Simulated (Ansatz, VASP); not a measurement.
Two plane-wave programs on EuO

File POSCAR:

```
EuO
1.0
    0.0000000000      2.5719500000      2.5719500000
    2.5719500000      0.0000000000      2.5719500000
    2.5719500000      2.5719500000      0.0000000000
Eu O
1 1
Direct
    0.0000000000      0.0000000000      0.0000000000
    0.5000000000      0.5000000000      0.5000000000
```

Contents of INCAR.step1:

```
SYSTEM = EuO
PREC = Accurate ; ENCUT = 800
ISMEAR = -1 ; SIGMA = 0.15
LREAL = .False. ; LASPH = .True.
NELM = 200 ; ISPIN = 2
MAGMOM = 7 0 ; LMAXMIX = 6
NBANDS = 22 ; GGA = PE
ALGO = Normal ; EDIFF = 1E-5
LWAVE = .True. ; LCHARG = .False.
GGA_COMPAT = .False.
```

File INCAR.step2:

```
SYSTEM = EuO
PREC = Accurate ; ENCUT = 800
EDIFF = 1E-6 ; ISMEAR = -1
SIGMA = 0.15 ; LREAL = .False.
LASPH = .True. ; NELM = 200
ALGO = Normal ; ISIF = 2
LWAVE = .False. ; LCHARG = .True.
ISPIN = 2 ; MAGMOM = 7 0
LORBIT = 11 ; LMAXMIX = 6
METAGGA = R2SCAN ; LMIXTAU = .True.
LELF = .True. ; LVHAR = .True.
NBANDS = 22 ; ISTART = 1
GGA_COMPAT = .False.
```

The input KPOINTS:

```
Automatic mesh
0
Gamma
  11 11 11
  0 0 0
```

Input for Ansatz:

```yaml
crystal:
  lattice:
    - [0.0, 2.57195, 2.57195]
    - [2.57195, 0.0, 2.57195]
    - [2.57195, 2.57195, 0.0]
  atoms:
    - { symbol: Eu, position: [0.0, 0.0, 0.0] }
    - { symbol: O, position: [0.5, 0.5, 0.5] }
kpoints:
  mp_grid:
    grid: [11, 11, 11]
hamiltonian:
  xc: r2scan
magnetization:
  spin_polarized: true
  per_species:
    Eu: 7.0
scf:
  occupations:
    method: fermi_dirac
    width: 0.15
output:
  stress: true
```

Alike in both runs: task single point; functional r2SCAN; k mesh 11 × 11 × 11; occupations fermi-dirac, width 0.15 eV; collinear spin.

|  | VASP | Ansatz |
| --- | --- | --- |
| version | VASP 6.6.1 | Ansatz 0.2.0 |
| potentials or method | VASP PAW PBE potentials, release 64 (Eu, O) | plane waves, PAW |
| plane-wave cutoff (eV) | 800 | 500 |
| valence electrons in the cell | 23 | 23 |

```tsv
	VASP	Ansatz	Ansatz less VASP
pressure (GPa)	-5.6	-5.5	+0.18
net moment per atom (μB)	3.47	3.48	+0.004
size of the moment on the site where the two differ most (μB)	6.51	6.67	+0.155
```

VASP's potentials were made for PBE, not for r2SCAN. Site moments also hang on the region over which each program counts them. Ansatz's warnings: stability check not made.

Neither program's run includes spin-orbit coupling.
